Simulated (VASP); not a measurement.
A run of VASP 6.6.1:

Contents of INCAR:

```
PREC = Accurate
ENCUT = 520
EDIFF = 1E-6
ISMEAR = 0
SIGMA = 0.15
LREAL = F
LASPH = T
NELM = 80
ALGO = Normal
ISIF = 2
LWAVE = F
LCHARG = T
GGA = PS
LELF = T
LVHAR = T
NBANDS = 16
```

File KPOINTS:

```
Automatic mesh
0
Gamma
  14 14 14
```

POSCAR

```
InAs
1.0
    0.0000000000      3.5258806250      2.9392135920
    2.9392135920      0.0000000000      2.9392135920
    2.9392135920      3.5258806250      0.0000000000
In As
1 1
Direct
    0.0000000000      0.0000000000      0.0000000000
    0.7500000000      0.7500000000      0.7500000000
```

Potentials or basis: VASP PAW PBE potentials, release 64 (In_d, As).

The run is started by

```bash
$ cat potpaw_PBE.64/In_d/POTCAR potpaw_PBE.64/As/POTCAR > POTCAR
$ mpirun -np 1 vasp_std > vasp.out
```

Hardware: 1 thread of Intel(R) Xeon(R) Platinum 8259CL CPU @ 2.50GHz (Skylake/Cascade Lake), on a shared host.

Question: How long does it take, and how much memory?

Answer: Run time: 2.6 min on 1 thread of Intel(R) Xeon(R) Platinum 8259CL CPU @ 2.50GHz (Skylake/Cascade Lake) (shared host), peak memory 0.38 GiB. Counts: scf iterations 12, k points 244.
